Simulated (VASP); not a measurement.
# HgSe: single point with PBEsol

HgSe:

```
Hg Se
1.0
     0.00000    2.97402    2.97402
     2.97402    0.00000    2.97402
     2.97402    2.97402    0.00000
Hg Se
1 1
Direct
  0.00000 0.00000 0.00000
  0.75000 0.75000 0.75000
```

This cell differs from its parent crystal: volume scaled by 0.94.

- Program: VASP 6.6.1
- Task: single point
- Functional: PBEsol
- Potentials or basis: VASP PAW PBE potentials, release 64 (Hg, Se)
- Cutoff: 500 eV
- k mesh: 8 × 8 × 8
- Occupations: fermi-dirac, width 0.01 eV
- Spin: no spin polarisation

```yaml
Pressure: 6.4 GPa
Band_gap_on_the_k_mesh: zero (filled and empty bands touch)
```

Levels at points of the mesh, in eV from the Fermi level:
```
           k point  band 6  band 7  band 8  band 9  band 10  band 11  band 12  band 13
(0.00, 0.00, 0.00)   -6.75   -0.96   -0.01   -0.01    -0.01     5.31     5.31     5.31
(0.50, 0.00, 0.00)   -6.38   -6.09   -1.13   -1.13     1.02     6.13     6.13     7.01
(0.50, 0.50, 0.00)   -6.33   -5.48   -2.65   -2.65     2.69     2.74     8.51    10.09
```

Run time: 51 s on 1 thread of AMD EPYC 7R13, with other jobs on the host, peak memory 0.15 GiB.

Caveat: the PAW data sets were made with another functional, which shifts forces and pressure a little; spin-orbit coupling is left out, which moves the levels of the heavy elements.
